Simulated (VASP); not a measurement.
Input of a VASP 6.6.1 run:

INCAR

```
ALGO     = Normal         # electronic algorithm
EDIFF    = 1E-6           # SCF threshold, eV
ENCUT    = 520            # plane-wave cutoff, eV
GGA      = PE             # functional
ISIF     = 2              # what is computed and relaxed
ISMEAR   = 0              # smearing method
LASPH    = T              # aspherical terms in the spheres
LCHARG   = F              # write CHGCAR
LREAL    = F              # projectors in reciprocal space
LWAVE    = F              # write WAVECAR
NBANDS   = 11             # bands
NELM     = 60             # most SCF steps
PREC     = Accurate       # precision mode
SIGMA    = 0.1            # smearing width, eV
```

Contents of KPOINTS:

```
k-points
0
Gamma
  6 6 6
```

POSCAR

```
Sr
1.0
    0.0000000000      3.0336031300      3.0336031300
    3.0336031300      0.0000000000      3.0336031300
    3.0336031300      3.0336031300      0.0000000000
Sr
1
Direct
    0.0000000000      0.0000000000      0.0000000000
```

Potentials or basis: VASP PAW PBE potentials, release 64 (Sr_sv).

The run is started by

```bash
$ cat potpaw_PBE.64/Sr_sv/POTCAR > POTCAR
$ mpirun -np 1 vasp_std > vasp.out
```

(1) Predict the pressure.

Results:

(1) -0.2 GPa.
